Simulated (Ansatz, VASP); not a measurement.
**One calculation of BC, two programs**

```xyz
2
Lattice="2.4341 0.0000 0.0000 0.0000 2.4341 0.0000 0.0000 0.0000 2.4341" Properties=species:S:1:pos:R:3 pbc="T T T"
B     0.0000    0.0000    0.0000
C     1.2170    1.2170    1.2170
```

Alike in both runs: task single point; functional PBE; k mesh 8 × 8 × 8; occupations gaussian, width 0.1 eV; no spin polarisation.

```csv
,VASP,Ansatz
version,VASP 6.6.1,Ansatz 0.2.0
potentials or method,"VASP PAW PBE potentials, release 64 (B, C), cutoff 600 eV","scalar-relativistic, plane waves, PAW"
valence electrons in the cell,7,7
```

Ansatz gave:

```
gap on the k mesh at the Fermi level (eV) : none
pressure (GPa)                            : -20.6
```

**Question.** Which values does VASP return?

**Answer.** gap on the k mesh at the Fermi level (eV): none; pressure (GPa): -20.7.

A gap of «none» marks a metal or a gap that the smearing closes.
